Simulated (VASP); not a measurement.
LiH:

```
CELL_PARAMETERS angstrom
2.47700 -0.05542 -0.05542
-0.05542 2.47700 -0.05542
-0.05542 -0.05542 2.47700
ATOMIC_POSITIONS crystal
Li 0.00000 0.00000 0.00000
H 0.50000 0.50000 0.50000
```

This cell differs from its parent crystal: epitaxial 111 strain +1.2%.

Base run:

| Quantity | Value |
| --- | --- |
| Program | VASP 6.6.1 |
| Functional | HSE06 |
| Potentials or basis | VASP PAW PBE potentials, release 64 (Li_sv, H) |
| Cutoff | 520 eV |
| k mesh | 8 × 8 × 8 |
| Occupations | gaussian, width 0.01 eV |
| Spin | no spin polarisation |

Its results: band gap on the k mesh 1.57 eV (least direct gap 4.86 eV).

**Question.** The run is repeated on the same cell with these changes: functional from HSE06 to r2SCAN; k mesh from 8 × 8 × 8 to 10 × 10 × 10. What comes out?

**Answer.** Band gap on the k mesh 1.42 eV (least direct gap 4.48 eV).

Several settings changed at once.

Caveats: the structure was generated, so it needn't be the stable form of LiH.

A k mesh can miss the band edges.
